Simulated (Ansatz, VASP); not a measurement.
## Ca: VASP beside Ansatz

```xyz
1
Lattice="0.0000 2.7835 2.7835 2.7835 0.0000 2.7835 2.7835 2.7835 0.0000" Properties=species:S:1:pos:R:3 pbc="T T T"
Ca    0.0000    0.0000    0.0000
```

Alike in both runs: task single point; functional r2SCAN; k mesh 10 × 10 × 10; occupations methfessel-paxton of order 1, width 0.03 eV; no spin polarisation.

|  | VASP | Ansatz |
| --- | --- | --- |
| version | VASP 6.6.1 | Ansatz 0.2.0 |
| potentials or method | VASP PAW PBE potentials, release 64 (Ca_sv), cutoff 520 eV | plane waves (500 eV) with PAW, scalar-relativistic |
| valence electrons in the cell | 10 | 10 |

```tsv
	VASP	Ansatz	Ansatz less VASP
pressure (GPa)	0.0	0.0	-0.05
```

VASP's potentials were made for PBE, not for r2SCAN. The functional is the same, so the differences come from potentials, cutoffs and numerics.
